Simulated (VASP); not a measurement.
Input of a VASP 6.6.1 run:

The input INCAR:

```
PREC     = Accurate       # precision mode
ENCUT    = 520            # plane-wave cutoff, eV
EDIFF    = 1E-6           # SCF threshold, eV
ISMEAR   = -1             # smearing method
SIGMA    = 0.06122561905347299 # smearing width, eV
LREAL    = False          # projectors in reciprocal space
LASPH    = True           # aspherical terms in the spheres
NELM     = 60             # most SCF steps
ALGO     = Normal         # electronic algorithm
ISIF     = 2              # what is computed and relaxed
LWAVE    = False          # write WAVECAR
LCHARG   = True           # write CHGCAR
GGA      = PE             # functional
LELF     = True           # ELF
LVHAR    = True         
NBANDS   = 10             # bands
```

The input KPOINTS:

```
Automatic mesh
0
Gamma
  54 54 54
```

The input POSCAR:

```
F
1.0
    0.0000000000      1.7066165901      1.7066165901
    1.7066165901      0.0000000000      1.7066165901
    1.7066165901      1.7066165901      0.0000000000
F
1
Direct
    0.0000000000      0.0000000000      0.0000000000
```

Potentials or basis: VASP PAW PBE potentials, release 64 (F).

Command:

```console
$ cat potpaw_PBE.64/F/POTCAR > POTCAR
$ mpirun -np 1 vasp_std > vasp.out
```

Question: Estimate the pressure.

Answer: 0.5 GPa.

Question: Predict the band gap on the k mesh.

Answer: Zero (an odd number of electrons rules out a gap without spin polarisation).

Caveat: the atoms stand far beyond bonding distance, and open shells without spin polarisation read as a metal; an odd number of electrons without spin polarisation forces a metal; a magnetic or distorted state may lie lower.
